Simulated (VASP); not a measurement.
# SrCl2 (Fm-3m) in VASP: single point with PBE

Aim: the single point of SrCl2 with PBE.

Everything below comes from runs of VASP 6.6.1. Logs are shortened: lines on timing, memory, paths and dates and some standing lists are left out, and cuts for length are marked.

## Step 1: The cell of the first run

The structure is cubic, space group Fm-3m (No. 225). Conventional cell: a = 7.041 Å, b = 7.041 Å, c = 7.041 Å, α = 90.00°, β = 90.00°, γ = 90.00°. Within 4.0 Å of Sr (site symmetry m-3m) lie 8 Cl at 3.05 Å. Cl (site symmetry -43m) has 4 Sr at 3.05 Å and 6 Cl at 3.52 Å within 4.0 Å.

## Step 2: Single point, PBE, non-collinear spin, zero start, spin-orbit coupling

Input file POSCAR:

```
SrCl2
1.0
    0.0000000000      3.5206059550      3.5206059550
    3.5206059550      0.0000000000      3.5206059550
    3.5206059550      3.5206059550      0.0000000000
Sr Cl
1 2
Direct
    0.0000000000      0.0000000000      0.0000000000
    0.2500000000      0.2500000000      0.2500000000
    0.7500000000      0.7500000000      0.7500000000
```

Input file INCAR.step1:

```
ALGO = Normal
EDIFF = 1E-6
ENCUT = 520
GGA = PE
GGA_COMPAT = F
ISIF = 2
ISMEAR = 0
LASPH = T
LCHARG = T
LNONCOLLINEAR = T
LORBMOM = T
LREAL = F
LSORBIT = T
LWAVE = F
MAGMOM = 0 0 0 0 0 0 0 0 0
NBANDS = 37
NELM = 150
PREC = Accurate
SIGMA = 0.05
```

Input file KPOINTS.step1:

```
k-points
0
Gamma
  8 8 8
```

Input file INCAR.step2:

```
ALGO = Normal
EDIFF = 1E-6
ENCUT = 520
GGA = PE
GGA_COMPAT = F
ICHARG = 11
ISIF = 2
ISMEAR = -5
LASPH = T
LCHARG = F
LNONCOLLINEAR = T
LORBIT = 10
LORBMOM = T
LREAL = F
LSORBIT = T
LWAVE = F
MAGMOM = 0 0 0 0 0 0 0 0 0
NBANDS = 37
NEDOS = 1001
NELM = 150
PREC = Accurate
SIGMA = 0.05
```

Input file KPOINTS.step2:

```
k-points
0
Gamma
  12 12 12
```

Potentials or basis: VASP PAW PBE potentials, release 64 (Sr_sv, Cl).

Launch:

```sh
$ cat potpaw_PBE.64/Sr_sv/POTCAR potpaw_PBE.64/Cl/POTCAR > POTCAR
$ cp INCAR.step1 INCAR
$ cp KPOINTS.step1 KPOINTS
$ mpirun -np 1 vasp_ncl > vasp.out
$ cp INCAR.step2 INCAR
$ cp KPOINTS.step2 KPOINTS
$ mpirun -np 1 vasp_ncl > vasp.out
```

OUTCAR:

```text
EDIFF = 1E-6
   ENCUT = 520
   GGA = PE
   ICHARG = 11
   ISIF = 2
   ISMEAR = -5
   LASPH = T
   LNONCOLLINEAR = T
   LORBIT = 10
   LREAL = F
   LSORBIT = T
   NELM = 150
   PREC = Accurate

 ion  position               nearest neighbor table
   1  0.000  0.000  0.000-   3 3.05   3 3.05   3 3.05   2 3.05   2 3.05   2 3.05   3 3.05   2 3.05

   2  0.250  0.250  0.250-   1 3.05   1 3.05   1 3.05   1 3.05
   3  0.750  0.750  0.750-   1 3.05   1 3.05   1 3.05   1 3.05

  LATTYP: Found a face centered cubic cell.
 ALAT       =     7.0412119100

  Lattice vectors:

 A1 = (   0.0000000000,   3.5206059550,   3.5206059550)
 A2 = (   3.5206059550,   0.0000000000,   3.5206059550)
 A3 = (   3.5206059550,   3.5206059550,   0.0000000000)

Analysis of symmetry for initial positions (statically):
=====================================================================
 Subroutine PRICEL returns:
 Original cell was already a primitive cell.

 Routine SETGRP: Setting up the symmetry group for a
 face centered cubic supercell.

 Subroutine GETGRP returns: Found 48 space group operations
 (whereof 48 operations were pure point group operations)
 out of a pool of 48 trial point group operations.

The static configuration has the point symmetry O_h .

Analysis of symmetry for dynamics (positions and initial velocities):
=====================================================================
 Subroutine PRICEL returns:
 Original cell was already a primitive cell.

 Routine SETGRP: Setting up the symmetry group for a
 face centered cubic supercell.

 Subroutine GETGRP returns: Found 48 space group operations
 (whereof 48 operations were pure point group operations)
 out of a pool of 48 trial point group operations.

The dynamic configuration has the point symmetry O_h .

Analysis of structural, dynamic, and magnetic symmetry:
=====================================================================
 Subroutine PRICEL returns:
 Original cell was already a primitive cell.

 Routine SETGRP: Setting up the symmetry group for a
 face centered cubic supercell.

 Subroutine GETGRP returns: Found 48 space group operations
 (whereof 48 operations were pure point group operations)
 out of a pool of 48 trial point group operations.

The overall configuration has the point symmetry O_h .

 Subroutine INISYM returns: Found 48 space group operations
 (whereof 48 operations are pure point group operations),
 and found     1 'primitive' translations

----------------------------------------------------------------------------------------

                                     Primitive cell

  volume of cell :      87.2735

  direct lattice vectors                    reciprocal lattice vectors
     0.000000000  3.520605955  3.520605955    -0.142021006  0.142021006  0.142021006
     3.520605955  0.000000000  3.520605955     0.142021006 -0.142021006  0.142021006
     3.520605955  3.520605955  0.000000000     0.142021006  0.142021006 -0.142021006

  length of vectors
     4.978888689  4.978888689  4.978888689     0.245987598  0.245987598  0.245987598

  position of ions in fractional coordinates (direct lattice)
     0.000000000  0.000000000  0.000000000
     0.250000000  0.250000000  0.250000000
     0.750000000  0.750000000  0.750000000

  ion indices of the primitive-cell ions
   primitive index   ion index
                 1           1
                 2           2
                 3           3

----------------------------------------------------------------------------------------

 KPOINTS: k-points

Automatic generation of k-mesh.
 Grid dimensions read from file:
 generate k-points for:   12   12   12

 Generating k-lattice:

[... 93 lines left out ...]
   LRPA    =     F    only Hartree local field effects (RPA)
 Fermi weights with tetrahedron method with Bloechl corrections
  energy-cutoff  :      520.00
  volume of cell :       87.27
 maximum number of plane-waves:      4794
 NGX is ok and might be reduce to    40

 number of electron      23.9999999 magnetization       0.0000000     -0.0000000      0.0000000

 Free energy of the ion-electron system (eV)
  ---------------------------------------------------
  ext. energy  EPLUGINS =         0.00000000
  ---------------------------------------------------
  free energy    TOTEN  =       -12.88102239 eV

  energy without entropy =      -12.88102239  energy(sigma->0) =      -12.88102239

 E-fermi :   0.0059     XC(G=0):  -8.1648

 val. band max:       -0.0244224790   @ k =   0.5000   0.5000   0.0000
 cond. band min:       5.2053272363   @ k =   0.0000   0.0000   0.0000
 fundamental gap:      5.2297497154
 Fermi energy:         0.0058638462

 k-point     1 :       0.0000    0.0000    0.0000
  band No.  band energies     occupation
      1     -33.0003      1.00000
      2     -33.0003      1.00000
      3     -15.7445      1.00000
      4     -15.7445      1.00000
      5     -14.6203      1.00000
      6     -14.6203      1.00000
[... 925 lines left out ...]
     35       8.6240      0.00000
     36       8.7038      0.00000

 [... further k-points ...]

 [bands above 36 left out]

------------------------ aborting loop because EDIFF is reached ----------------------------------------

  FORCE on cell =-STRESS in cart. coord.  units (eV):
  Direction    XX          YY          ZZ          XY          YZ          ZX
  --------------------------------------------------------------------------------------
  -------------------------------------------------------------------------------------
  Total        0.0394906      0.0394906      0.0394906      0.0000000      0.0000000     -0.0000000
  in kB        0.7249741      0.7249741      0.7249741      0.0000000      0.0000000     -0.0000000
  external PRESSURE =       0.7249741 kB  Pullay stress =       0.0000000 kB

 VOLUME and BASIS-vectors are now :
 -----------------------------------------------------------------------------
  energy-cutoff  :      520.00
  volume of cell :       87.27
      direct lattice vectors                 reciprocal lattice vectors
     0.000000000  3.520605955  3.520605955    -0.142021006  0.142021006  0.142021006
     3.520605955  0.000000000  3.520605955     0.142021006 -0.142021006  0.142021006
     3.520605955  3.520605955  0.000000000     0.142021006  0.142021006 -0.142021006

 POSITION                                       TOTAL-FORCE (eV/Angst)
 -----------------------------------------------------------------------------------
      0.00000      0.00000      0.00000        -0.000000      0.000000     -0.000000
      1.76030      1.76030      1.76030         0.000000      0.000000      0.000000
      5.28091      5.28091      5.28091        -0.000000     -0.000000     -0.000000
 -----------------------------------------------------------------------------------
    total drift:                               -0.000000      0.000000      0.000000

  FREE ENERGIE OF THE ION-ELECTRON SYSTEM (eV)
  ---------------------------------------------------
  free  energy   TOTEN  =       -12.8810223884 eV

  energy  without entropy=      -12.8810223884  energy(sigma->0) =      -12.88102239

 orbital moment (x)

 # of ion     p       d       tot
 ----------------------------------------
  1         0.000  -0.000  -0.000
  2         0.000   0.000   0.000
  3        -0.000   0.000  -0.000
 ----------------------------------------
           -0.000  -0.000  -0.000

 orbital moment (y)

 # of ion     p       d       tot
 ----------------------------------------
  1         0.000  -0.000  -0.000
  2         0.000   0.000   0.000
  3         0.000   0.000   0.000
 ----------------------------------------
            0.000  -0.000   0.000

 orbital moment (z)

 # of ion     p       d       tot
 ----------------------------------------
  1         0.000   0.000   0.000
  2         0.000   0.000   0.000
  3         0.000   0.000   0.000
 ----------------------------------------
            0.000   0.000   0.000

 Spin-Orbit-Coupling matrix elements

 Ion:    1  E_soc:     -0.1745205
 l=   1
     0.0000000    -0.0290658    -0.0290658
    -0.0290658     0.0000000    -0.0290658
    -0.0290658    -0.0290658     0.0000000
 l=   2
     0.0000000    -0.0000055     0.0000000    -0.0000055    -0.0000154
    -0.0000055     0.0000000    -0.0000116    -0.0000055    -0.0000039
     0.0000000    -0.0000116     0.0000000    -0.0000116     0.0000000
    -0.0000055    -0.0000055    -0.0000116     0.0000000    -0.0000039
    -0.0000154    -0.0000039     0.0000000    -0.0000039     0.0000000
 l=   3
     0.0000000     0.0000000     0.0000000     0.0000000     0.0000000     0.0000000     0.0000000
     0.0000000     0.0000000     0.0000000     0.0000000     0.0000000     0.0000000     0.0000000
     0.0000000     0.0000000     0.0000000     0.0000000     0.0000000     0.0000000     0.0000000
     0.0000000     0.0000000     0.0000000     0.0000000     0.0000000     0.0000000     0.0000000
[... 29 lines left out ...]
 l=   2
     0.0000000     0.0000000     0.0000000     0.0000000     0.0000000
     0.0000000     0.0000000     0.0000000     0.0000000     0.0000000
     0.0000000     0.0000000     0.0000000     0.0000000     0.0000000
     0.0000000     0.0000000     0.0000000     0.0000000     0.0000000
     0.0000000     0.0000000     0.0000000     0.0000000     0.0000000
 l=   3
     0.0000000     0.0000000     0.0000000     0.0000000     0.0000000     0.0000000     0.0000000
     0.0000000     0.0000000     0.0000000     0.0000000     0.0000000     0.0000000     0.0000000
     0.0000000     0.0000000     0.0000000     0.0000000     0.0000000     0.0000000     0.0000000
     0.0000000     0.0000000     0.0000000     0.0000000     0.0000000     0.0000000     0.0000000
     0.0000000     0.0000000     0.0000000     0.0000000     0.0000000     0.0000000     0.0000000
     0.0000000     0.0000000     0.0000000     0.0000000     0.0000000     0.0000000     0.0000000
     0.0000000     0.0000000     0.0000000     0.0000000     0.0000000     0.0000000     0.0000000

 total charge

# of ion       s       p       d       tot
------------------------------------------
    1        1.995   5.792   0.144   7.931
    2        1.592   3.579   0.000   5.171
    3        1.592   3.579   0.000   5.171
--------------------------------------------------
tot          5.179  12.951   0.144  18.273

 magnetization (x)

# of ion       s       p       d       tot
------------------------------------------
    1        0.000   0.000  -0.000  -0.000
    2       -0.000  -0.000   0.000  -0.000
    3       -0.000  -0.000   0.000  -0.000
--------------------------------------------------
tot         -0.000  -0.000  -0.000  -0.000

 magnetization (y)

# of ion       s       p       d       tot
------------------------------------------
    1        0.000   0.000   0.000   0.000
    2        0.000  -0.000   0.000  -0.000
    3        0.000  -0.000   0.000  -0.000
--------------------------------------------------
tot          0.000  -0.000   0.000  -0.000

 magnetization (z)

# of ion       s       p       d       tot
------------------------------------------
    1        0.000   0.000   0.000   0.000
    2       -0.000  -0.000   0.000  -0.000
    3       -0.000  -0.000   0.000  -0.000
--------------------------------------------------
tot         -0.000  -0.000   0.000  -0.000
```

Run time: 19 min. Hardware: 1 thread of AMD EPYC 7R13, shared host; peak memory 0.62 GiB.

Results:

```yaml
Net_moment: 0.00 μB per cell
Valence_electrons_inside_the_program's_atomic_spheres: Sr 7.93; Cl 5.17
```

Moments on the atoms (μB; x, y, z):
```
Sr  0.00 0.00 0.00
Cl  0.00 0.00 0.00
Cl  0.00 0.00 0.00
```
